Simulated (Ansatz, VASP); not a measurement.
**Bi: VASP beside Ansatz**

```
Bi
1.0
     0.00000    2.64511    2.64511
     2.64511    0.00000    2.64511
     2.64511    2.64511    0.00000
Bi
1
Direct
  0.00000 0.00000 0.00000
```

Alike in both runs: task single point; functional PBE; k mesh 6 × 6 × 6; occupations gaussian, width 0.1 eV; no spin polarisation.

```csv
,VASP,Ansatz
version,VASP 6.6.1,Ansatz 0.2.0
potentials or method,"VASP PAW PBE potentials, release 64 (Bi_d), cutoff 500 eV","scalar-relativistic, plane waves, PAW"
valence electrons in the cell,15,15
```

VASP gave:

| Quantity | Value |
| --- | --- |
| gap on the k mesh at the Fermi level (eV) | none |
| pressure (GPa) | -6.0 |

Question: Estimate Ansatz's values.

Answer: gap on the k mesh at the Fermi level (eV): none; pressure (GPa): -5.9.

A gap of «none» marks a metal or a gap that the smearing closes.

Spin-orbit coupling is off throughout.
